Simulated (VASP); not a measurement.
Wanted: the native input for a VASP 6.6.1 run.

```yaml
Task: single point
Functional: PBE
Potentials_or_basis: VASP PAW PBE potentials, release 64 (Sn_d, O)
Cutoff: 520 eV
k_mesh: 1 × 1 × 1
Occupations: fermi-dirac, width 0.1861 eV
Spin: no spin polarisation
Dipole_correction: no
Further_INCAR_settings: LREAL = Auto; ALGO = Normal; EDIFF = 1e-06; NBANDS = 107; ISYM = 0
```

The structure of SnO2 lies in POSCAR:

```
SnO2
1.0
    6.8133110000     -0.0677660000     -0.0220850000
   -0.0677660000      6.5981650000     -0.0994380000
   -0.0220850000     -0.0994380000      6.3785550000
Sn O
7 14
Direct
    0.8031299570      0.6958195998      0.8010079139
   -0.0492779477      0.2971152973      0.6300521431
    0.6013829457      0.0186033479      0.4955111968
    0.3254974586      0.8684334521      0.0694658739
    0.4425640204      0.2966405905      0.9646892397
    0.8770561119      0.1894495484      0.0922262595
    0.3927310337      0.5404201791      0.5078812939
    0.7741203536      0.3260129751      0.3747396591
    0.8188994395      0.0409565465      0.7760967854
    0.4437825369      0.6088308604      0.8246958536
    0.1325631468      0.1266649736      0.2696566807
    0.1105266432      0.2467022989     -0.0832526232
    0.6351399924      0.0128152132      0.1372814667
    1.0558669602      0.7922492978     -0.0113466910
    1.0267195818      0.0246163605      0.4616557988
    0.0686330877      0.5631492995      0.5878739310
    0.7614555364      0.4376218288     -0.0453927285
    0.6929487712      0.6553837381      0.4738397367
    0.4211039077      0.1958502541      0.6796874899
    0.3013932711      0.8260874469      0.4153247489
    0.3430309450      0.4136520396      0.2473156647
```

These files were run (other wordings do the same):

INCAR

```
SYSTEM = SnO2
PREC = Accurate
ENCUT = 520
EDIFF = 1E-6
ISMEAR = -1
SIGMA = 0.1861
LREAL = Auto
LASPH = .True.
NELM = 100
ALGO = Normal
ISIF = 2
LWAVE = .False.
LCHARG = .True.
GGA = PE
LELF = .True.
LVHAR = .True.
NBANDS = 107
ISYM = 0
```

KPOINTS

```
Automatic mesh
0
Gamma
  1 1 1
  0 0 0
```

Potentials or basis: VASP PAW PBE potentials, release 64 (Sn_d, O).

The run is started by

```sh
$ cat potpaw_PBE.64/Sn_d/POTCAR potpaw_PBE.64/O/POTCAR > POTCAR
$ mpirun -np 1 vasp_gam > vasp.out
```

It gave:

The pressure is 1.7 GPa, the largest force is 4.072 eV/Å and the band gap on the k mesh is 0.99 eV.

Caveat: the k points lie up to 0.99 Å⁻¹ apart; spin-orbit coupling is left out, which moves the levels of the heavy elements.

Run time: 40 s on 1 thread of AMD EPYC 9R45 (Zen 5), with other jobs on the host, peak memory 0.28 GiB.
